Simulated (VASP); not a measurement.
# Ba in VASP: further runs

The runs below take Ba through single point, with PBE+D3(BJ).

Everything below comes from runs of VASP 6.6.1. Logs are shortened: lines on timing, memory, paths and dates and some standing lists are left out, and cuts for length are marked.

**1. The cell of the first run**

The cell holds a slab with vacuum, 27 atoms: a = 15.060 Å, b = 15.060 Å, c = 17.020 Å, α = 90.00°, β = 90.00°, γ = 90.00°.

**2. Single point, PBE+D3(BJ)**

INCAR

```
PREC = Accurate
ENCUT = 520
EDIFF = 1E-6
ISMEAR = -1
SIGMA = 0.05
LREAL = Auto
LASPH = T
NELM = 100
ALGO = Normal
ISIF = 2
LWAVE = F
LCHARG = F
GGA = PE
IVDW = 12
NBANDS = 154
```

KPOINTS

```
regular mesh
0
Gamma
  1 1 1
```

POSCAR

```
Ba
1.0
   15.0600000000      0.0000000000      0.0000000000
    0.0000000000     15.0600000000      0.0000000000
    0.0000000000      0.0000000000     17.0200000000
Ba
27
Direct
    0.0000000000      0.0000000000      0.0587544066
    0.3333333333      0.0000000000      0.0587544066
    0.6666666667      0.0000000000      0.0587544066
    0.0000000000      0.3333333333      0.0587544066
    0.3333333333      0.3333333333      0.0587544066
    0.6666666667      0.3333333333      0.0587544066
    0.0000000000      0.6666666667      0.0587544066
    0.3333333333      0.6666666667      0.0587544066
    0.6666666667      0.6666666667      0.0587544066
    0.1727689243      0.1648007968      0.2121034078
    0.4937649402      0.1620783533      0.2220681551
    0.8498605578      0.1651062417      0.2142538190
    0.1554183267      0.4879415671      0.2071269095
    0.4984993360      0.4891102258      0.2210517039
    0.8144887118      0.5034130146      0.2020446533
    0.1602988048      0.8153851262      0.2004406580
    0.4952523240      0.8250730412      0.2141833137
    0.8001792829      0.8164209827      0.2272032902
   -0.0076560425     -0.0275697211      0.3442773208
    0.3112018592     -0.0321115538      0.3586956522
    0.6483930943     -0.0112682603      0.3755699177
   -0.0152191235      0.3564873838      0.3508166863
    0.3055511288      0.3751394422      0.3831022327
    0.6515139442      0.3448273572      0.3679200940
    0.0098671979      0.6699535193      0.3709283196
    0.3157835325      0.6635325365      0.3450352526
    0.6042895086      0.6502855246      0.3695358402
```

Potentials or basis: VASP PAW PBE potentials, release 64 (Ba_sv).

Launch:

```
> cat potpaw_PBE.64/Ba_sv/POTCAR > POTCAR
> mpirun -np 1 vasp_gam > vasp.out
```

OUTCAR:

```text
PREC = Accurate
   ENCUT = 520
   EDIFF = 1E-6
   ISMEAR = -1
   LREAL = Auto
   LASPH = T
   NELM = 100
   ISIF = 2
   GGA = PE
   IVDW = 12
 IVDW          = 12

 ion  position               nearest neighbor table
   1  0.000  0.000  0.059-  12 4.28  16 4.40  10 4.44
   2  0.333  0.000  0.059-  10 4.34  11 4.42  17 4.46  16 4.51
   3  0.667  0.000  0.059-  18 4.46  11 4.52  17 4.54  12 4.56
   4  0.000  0.333  0.059-  13 4.16  12 4.31  10 4.47  15 4.51
   5  0.333  0.333  0.059-  13 4.36  10 4.37  14 4.40  11 4.50
   6  0.667  0.333  0.059-  15 4.18  14 4.42  12 4.59  11 4.60
   7  0.000  0.667  0.059-  16 4.08  13 4.37  15 4.45  18 4.73
   8  0.333  0.667  0.059-  16 4.20  17 4.32  13 4.56  14 4.58
   9  0.667  0.667  0.059-  15 4.12  18 4.17  17 4.40  14 4.60
  10  0.173  0.165  0.212-   2 4.34   5 4.37  20 4.40   1 4.44   4 4.47  19 4.56  22 4.68  23 4.74

  11  0.494  0.162  0.222-  21 4.37  24 4.40   2 4.42   5 4.50   3 4.52   6 4.60  20 4.64
  12  0.850  0.165  0.214-  22 4.22  19 4.23   1 4.28   4 4.31   3 4.56   6 4.59
  13  0.155  0.488  0.207-  22 4.06  23 4.12   4 4.16  26 4.28   5 4.36   7 4.37  25 4.48   8 4.56

  14  0.498  0.489  0.221-  27 3.85  24 4.03  26 4.35  23 4.36   5 4.40   6 4.42   8 4.58   9 4.60

  15  0.814  0.503  0.202-   9 4.12   6 4.18  22 4.23  24 4.44   7 4.45   4 4.51  18 4.74
  16  0.160  0.815  0.200-   7 4.08  26 4.10   8 4.20  20 4.21  19 4.24  25 4.28   1 4.40   2 4.51

  17  0.495  0.825  0.214-  27 4.08  26 4.26  20 4.28   8 4.32  21 4.35   9 4.40   2 4.46   3 4.54
                            18 4.60
  18  0.800  0.816  0.227-   9 4.17  19 4.23  21 4.28   3 4.46  25 4.56  27 4.56  17 4.60   7 4.73
                            15 4.74
  19  0.992  0.972  0.344-  18 4.23  12 4.23  16 4.24  10 4.56  25 4.59
  20  0.311  0.968  0.359-  16 4.21  17 4.28  10 4.40  26 4.59  11 4.64
  21  0.648  0.989  0.376-  18 4.28  17 4.35  11 4.37
  22  0.985  0.356  0.351-  13 4.06  12 4.22  15 4.23  10 4.68  25 4.75
  23  0.306  0.375  0.383-  13 4.12  14 4.36  26 4.39  10 4.74
  24  0.652  0.345  0.368-  14 4.03  11 4.40  15 4.44  27 4.65
  25  0.010  0.670  0.371-  16 4.28  13 4.48  18 4.56  19 4.59  26 4.63  22 4.75
  26  0.316  0.664  0.345-  16 4.10  17 4.26  13 4.28  14 4.35  27 4.37  23 4.39  20 4.59  25 4.63

  27  0.604  0.650  0.370-  14 3.85  17 4.08  26 4.37  18 4.56  24 4.65

  LATTYP: Found a simple tetragonal cell.
 ALAT       =    15.0600000000
 C/A-ratio  =     1.1301460823

  Lattice vectors:

 A1 = (  15.0600000000,   0.0000000000,   0.0000000000)
 A2 = (   0.0000000000,  15.0600000000,   0.0000000000)
 A3 = (   0.0000000000,   0.0000000000,  17.0200000000)

Analysis of symmetry for initial positions (statically):
=====================================================================
[... 158 lines left out ...]
   POTIM  = 0.5000    time-step for ionic-motion
   TEBEG  =    0.0;   TEEND  =   0.0 temperature during run
   PSTRESS=    0.0 pullay stress
   NELECT =     270.0000    total number of electrons
   NUPDOWN=      -1.0000    fix difference up-down
   EMIN   =  10.00;   EMAX   =-10.00  energy-range for DOS
   EFERMI =   0.00;   METHOD = LEGACY
   ISMEAR =    -1;   SIGMA  =   0.05  broadening in eV -4-tet -1-fermi 0-gaus
   EFERMI_NEDOS =   21; number of points for ismear=-14 and -15
   IALGO  =     38    algorithm
   IMIX   =      4    mixing-type and parameters
     AMIX     =   0.40;   BMIX     =  1.00
     AMIX_MAG =   1.60;   BMIX_MAG =  1.00
  volume/ion in A,a.u.               =     142.97       964.81
  Fermi-wavevector in a.u.,A,eV,Ry     =   0.674517  1.274652  6.190287  0.454973
  Thomas-Fermi vector in A             =   1.751259
   LORBIT       =      0    0 simple, 1 ext, 2 COOP (PROOUT), +10 PAW based schemes
   GGA     = PE    functional components
   LHFCALC =     F    Hartree Fock is set to
   AEXX    =    0.0000 exact exchange contribution
   IVDW    =    12    specifies the selected vdW correction
   LEPSILON=     F    determine dielectric tensor
   LRPA    =     F    only Hartree local field effects (RPA)
 non-spin polarized calculation
  energy-cutoff  :      520.00
  volume of cell :     3860.20
 maximum number of plane-waves:     51962
   NGX = 57   NGY = 57   NGZ = 63

 number of electron     269.9999990 magnetization

 Free energy of the ion-electron system (eV)
  ---------------------------------------------------
  ext. energy  EPLUGINS =         0.00000000
  ---------------------------------------------------
  free energy    TOTEN  =       -40.84324408 eV

  energy without entropy =      -40.35831899  energy(sigma->0) =      -40.60078154

 E-fermi :  -0.4033     XC(G=0):  -4.2956

 val. band max:       -0.4698725764   @ k =   0.0000   0.0000   0.0000
 cond. band min:      -0.3905125272   @ k =   0.0000   0.0000   0.0000
 fundamental gap:      0.0793600492
 Fermi energy:        -0.4032680042

 k-point     1 :       0.0000    0.0000    0.0000
  band No.  band energies     occupation
      1     -30.1351      2.00000
      2     -30.1229      2.00000
      3     -30.0937      2.00000
      4     -30.0678      2.00000
      5     -30.0438      2.00000
      6     -30.0417      2.00000
[... 139 lines left out ...]
    146      -0.1028      0.00490
    147      -0.0679      0.00244
 [bands above 147 left out]

------------------------ aborting loop because EDIFF is reached ----------------------------------------

 Edisp (eV)   -3.18966

 E8    (eV) :    -1.9012

  FORCE on cell =-STRESS in cart. coord.  units (eV):
  Direction    XX          YY          ZZ          XY          YZ          ZX
  --------------------------------------------------------------------------------------
  -------------------------------------------------------------------------------------
  Total     -14.46464   -12.89096    -0.75459     0.06268     0.55409     3.47569
  in kB      -6.00356    -5.35040    -0.31319     0.02602     0.22998     1.44259
  external pressure =       -3.89 kB  Pullay stress =        0.00 kB

 VOLUME and BASIS-vectors are now :
 -----------------------------------------------------------------------------
  energy-cutoff  :      520.00
  volume of cell :     3860.20
      direct lattice vectors                 reciprocal lattice vectors
    15.060000000  0.000000000  0.000000000     0.066401062  0.000000000  0.000000000
     0.000000000 15.060000000  0.000000000     0.000000000  0.066401062  0.000000000
     0.000000000  0.000000000 17.020000000     0.000000000  0.000000000  0.058754407

 POSITION                                       TOTAL-FORCE (eV/Angst)
 -----------------------------------------------------------------------------------
      0.00000      0.00000      1.00000        -0.014004     -0.121527      0.059658
      5.02000      0.00000      1.00000         0.010265     -0.074317      0.078542
     10.04000      0.00000      1.00000        -0.010046      0.001028      0.160737
      0.00000      5.02000      1.00000        -0.040396     -0.022739     -0.031243
      5.02000      5.02000      1.00000         0.052821     -0.002534      0.037701
     10.04000      5.02000      1.00000        -0.079469     -0.139443      0.068740
[... 19 lines left out ...]
      4.75570      9.99280      5.87250        -0.067780      0.007506      0.099783
      9.10060      9.79330      6.28950         0.410122      0.145066      0.223735
 -----------------------------------------------------------------------------------
    total drift:                               -0.002046     -0.001937     -0.001018

  FREE ENERGIE OF THE ION-ELECTRON SYSTEM (eV)
  ---------------------------------------------------
  free  energy   TOTEN  =       -44.0329002112 eV

  energy  without entropy=      -43.5479751226  energy(sigma->0) =      -43.79043767
```

OSZICAR:

```text
N       E                     dE             d eps       ncg     rms          rms(c)
DAV:   1     0.310275732302E+04    0.31028E+04   -0.10687E+05   340   0.136E+03
DAV:   2     0.442173921353E+03   -0.26606E+04   -0.26264E+04   446   0.282E+02
DAV:   3    -0.287258396618E+02   -0.47090E+03   -0.46572E+03   416   0.129E+02
[... 18 lines left out ...]
DAV:  22    -0.408432384113E+02   -0.33309E-05   -0.21017E-05   240   0.592E-03    0.183E-03
DAV:  23    -0.408432404829E+02   -0.20716E-05   -0.12983E-05   256   0.205E-03    0.945E-04
DAV:  24    -0.408432418888E+02   -0.14060E-05   -0.10100E-05   216   0.124E-03    0.434E-04
DAV:  25    -0.408432430929E+02   -0.12041E-05   -0.91027E-06   208   0.735E-04    0.238E-04
DAV:  26    -0.408432440835E+02   -0.99062E-06   -0.85393E-06   208   0.340E-04
   1 F= -.44032900E+02 E0= -.43790438E+02  d E =-.484925E+00
```

stdout:

```text
POSCAR found type information on POSCAR Ba
 POSCAR found :  1 types and      27 ions
 scaLAPACK will be used
 LDA part: xc-table for (Slater+PW92), standard interpolation
 POSCAR, INCAR and KPOINTS ok, starting setup
 FFT: planning ... GRIDC
 FFT: planning ... GRID_SOFT
 FFT: planning ... GRID
 WAVECAR not read
 entering main loop
```

It took 19 min on 1 thread of Intel Xeon Platinum 8488C (Sapphire Rapids), shared host; peak memory 2.4 GiB.

Results:

```
Free energy                : -44.0329 eV
Largest force              : 0.611 eV/Å
Dispersion energy per atom : -0.118 eV
```

Forces on the atoms (eV/Å):
```
Ba  -0.014 -0.122  0.060
Ba   0.010 -0.074  0.079
Ba  -0.010  0.001  0.161
Ba  -0.040 -0.023 -0.031
Ba   0.053 -0.003  0.038
Ba  -0.079 -0.139  0.069
Ba  -0.187 -0.058  0.032
Ba   0.038 -0.142  0.054
Ba  -0.195 -0.027 -0.088
Ba  -0.123  0.098  0.145
Ba  -0.079  0.083 -0.029
Ba  -0.432  0.030  0.037
Ba   0.106  0.278 -0.170
Ba  -0.281 -0.031 -0.541
Ba   0.131  0.083  0.281
Ba   0.006  0.227 -0.004
Ba  -0.025  0.170 -0.209
Ba   0.218 -0.045 -0.174
Ba   0.086  0.129  0.058
Ba   0.086  0.080 -0.001
Ba   0.074  0.094 -0.044
Ba   0.017 -0.131  0.136
Ba   0.170 -0.262 -0.077
Ba   0.209 -0.222  0.044
Ba  -0.082 -0.146 -0.145
Ba  -0.068  0.008  0.100
Ba   0.410  0.145  0.224
```

Levels at points of the mesh, in eV from the Fermi level:
| k point | band 133 | band 134 | band 135 | band 136 | band 137 | band 138 |
| --- | --- | --- | --- | --- | --- | --- |
| (0.00, 0.00, 0.00) | -0.08 | -0.07 | -0.07 | 0.01 | 0.08 | 0.10 |

Caveat: the k points lie up to 0.42 Å⁻¹ apart; the atoms stand as in a frame of molecular dynamics; there is no dipole correction, which matters where the two faces differ; spin-orbit coupling is left out, which moves the levels of the heavy elements.

**3. Single point, PBE+D3(BJ)**

INCAR

```
SYSTEM = Ba
PREC = Accurate
ENCUT = 520
EDIFF = 1E-6
ISMEAR = -1
SIGMA = 0.05
LREAL = Auto
LASPH = .True.
NELM = 80
ALGO = Normal
ISIF = 2
LWAVE = .False.
LCHARG = .False.
GGA = PE
IVDW = 12
NBANDS = 154
```

KPOINTS

```
Automatic mesh
0
Gamma
  1 1 1
  0 0 0
```

POSCAR

```
Ba
1.0
   15.0600000000      0.0000000000      0.0000000000
    0.0000000000     15.0600000000      0.0000000000
    0.0000000000      0.0000000000     17.0200000000
Ba
27
Direct
    0.0000000000      0.0000000000      0.0587544066
    0.3333333333      0.0000000000      0.0587544066
    0.6666666667      0.0000000000      0.0587544066
    0.0000000000      0.3333333333      0.0587544066
    0.3333333333      0.3333333333      0.0587544066
    0.6666666667      0.3333333333      0.0587544066
    0.0000000000      0.6666666667      0.0587544066
    0.3333333333      0.6666666667      0.0587544066
    0.6666666667      0.6666666667      0.0587544066
    0.1786254980      0.1827822045      0.2076968273
    0.4926892430      0.1625232404      0.2277673325
    0.8352058433      0.1642629482      0.2173031727
    0.1484063745      0.4928685259      0.2175029377
    0.4971049137      0.4888247012      0.2118860165
    0.8097675963      0.4948671979      0.2083372503
    0.1627357238      0.8175498008      0.1929670975
    0.4948472776      0.8266201859      0.2225381904
    0.8037649402      0.8176162019      0.2175381904
   -0.0126892430     -0.0246679947      0.3456639248
    0.2889973440     -0.0232934927      0.3698002350
    0.6500066401     -0.0045883134      0.3933607521
   -0.0136520584      0.3481938911      0.3564218566
    0.3073572377      0.3668260292      0.3781786134
    0.6553452855      0.3451660027      0.3644183314
    0.0057636122      0.6593492696      0.3565393655
    0.3077490040      0.6749468792      0.3377790834
    0.6230212483      0.6533731740      0.3757461810
```

Potentials or basis: VASP PAW PBE potentials, release 64 (Ba_sv).

Launch:

```
> cat potpaw_PBE.64/Ba_sv/POTCAR > POTCAR
> mpirun -np 1 vasp_gam > vasp.out
```

Run time: 19 min. Hardware: 1 thread of Intel Xeon Platinum 8488C (Sapphire Rapids), shared host; peak memory 2.4 GiB.

It converged, with:

| Quantity | Value |
| --- | --- |
| Free energy | -44.0730 eV |
| Largest force | 0.590 eV/Å |
| Dispersion energy per atom | -0.118 eV |

Forces on the atoms (eV/Å):
```
Ba  -0.025 -0.024  0.119
Ba   0.021 -0.029  0.098
Ba  -0.066  0.010  0.119
Ba  -0.091 -0.003  0.025
Ba   0.059  0.084 -0.016
Ba  -0.097 -0.171  0.005
Ba  -0.210 -0.116  0.017
Ba   0.049 -0.148  0.000
Ba  -0.192 -0.067 -0.073
Ba  -0.271 -0.230  0.231
Ba  -0.056  0.038 -0.078
Ba  -0.231  0.040 -0.004
Ba   0.230  0.088 -0.537
Ba  -0.195  0.151 -0.100
Ba   0.241  0.203  0.091
Ba  -0.122  0.334  0.139
Ba   0.000  0.251 -0.239
Ba   0.173  0.080  0.053
Ba   0.077  0.080 -0.037
Ba   0.239  0.097 -0.131
Ba   0.083 -0.007 -0.224
Ba  -0.030 -0.202  0.111
Ba   0.200 -0.125 -0.025
Ba   0.079 -0.231  0.120
Ba  -0.210  0.108  0.037
Ba   0.167 -0.232  0.258
Ba   0.178  0.020  0.040
```

Levels at points of the mesh, in eV from the Fermi level:
| k point | band 134 | band 135 | band 136 | band 137 | band 138 | band 139 |
| --- | --- | --- | --- | --- | --- | --- |
| (0.00, 0.00, 0.00) | -0.07 | -0.05 | -0.01 | 0.09 | 0.10 | 0.12 |

Caveat: the k points lie up to 0.42 Å⁻¹ apart; the atoms stand as in a frame of molecular dynamics; there is no dipole correction, which matters where the two faces differ; spin-orbit coupling is left out, which moves the levels of the heavy elements.
